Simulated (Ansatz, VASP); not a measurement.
## NiC6 in VASP and in Ansatz

```
Ni C
1.0
     3.73745   -0.00761   -0.17538
    -0.60890    3.71570   -0.00062
    -1.59301   -0.55381    4.26249
Ni C
1 6
Direct
  0.73532 0.06591 0.97020
  0.52111 0.50045 0.91743
  0.45362 0.79469 0.43830
  0.53297 0.17544 0.49991
  0.83286 0.35241 0.37875
  0.28868 0.45846 0.56055
  0.63544 0.65264 0.23486
```

Change from the starting cell: the structure that the rattled cell fell into.

Alike in both runs: functional PBE; k mesh 6 × 6 × 4; occupations gaussian, width 0.1 eV; no spin polarisation.

Ansatz relaxed the structure, and its values are those at the end. VASP's run is a single point on that final structure, the one shown.

|  | VASP | Ansatz |
| --- | --- | --- |
| version | VASP 6.6.1 | Ansatz 0.2.0 |
| potentials or method | VASP PAW PBE potentials, release 64 (Ni, C), cutoff 520 eV | scalar-relativistic, plane waves, PAW |
| valence electrons in the cell | 34 | 42 |

```tsv
	VASP	Ansatz	Ansatz less VASP
gap on the k mesh at the Fermi level (eV)	0.90	0.91	+0.007
least direct gap on the mesh (eV)	1.42	1.43	+0.005
pressure (GPa)	0.3	-0.1	-0.43
rms of the force components (eV/Å)	0.014	0.007	-0.0072
```

VASP's potentials hold 34 valence electrons a cell and Ansatz's 42, so a difference there can come from the potentials and not from the codes.
